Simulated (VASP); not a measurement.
Rb2Sb, 6 atoms in the cell. Symmetry: P4/nmm, No. 129, tetragonal system. Conventional cell: a = 5.412 Å, b = 5.412 Å, c = 10.333 Å, α = 90.00°, β = 90.00°, γ = 90.00°. Within 4.9 Å of Rb (site symmetry -4m2) lie 4 Sb at 3.75 Å and 8 Rb at 3.83 to 4.75 Å. Within 5.0 Å of Rb (site symmetry 4mm) lie 5 Sb at 3.83 to 4.05 Å and 8 Rb at 4.58 to 4.75 Å. Sb (site symmetry 4mm) has 9 Rb at 3.75 to 4.05 Å within 4.9 Å. 

| Property | Result |
| --- | --- |
| Program | VASP 6.6.1 |
| Task | single point |
| Functional | PBE |
| Potentials or basis | VASP PAW PBE potentials, release 64 (Rb_sv, Sb) |
| Cutoff | 520 eV |
| k mesh | 8 × 8 × 4 |
| Occupations | gaussian, width 0.1 eV |
| Spin | no spin polarisation |
| Dipole correction | no |
| Further INCAR settings | ALGO = Fast; EDIFF = 1e-06; NBANDS = 32 |

Potentials or basis: VASP PAW PBE potentials, release 64 (Rb_sv, Sb).

Run with:

```sh
$ cat potpaw_PBE.64/Rb_sv/POTCAR potpaw_PBE.64/Sb/POTCAR > POTCAR
$ mpirun -np 1 vasp_std > vasp.out
```

Hardware: 1 thread of AMD EPYC 7R13 Processor (Zen 3), with other jobs on the host.

Estimate the wall time of this run.

Run time: 7.2 min on 1 thread of AMD EPYC 7R13 Processor (Zen 3), with other jobs on the host, peak memory 0.54 GiB. Counts: scf iterations 19, k points 45.
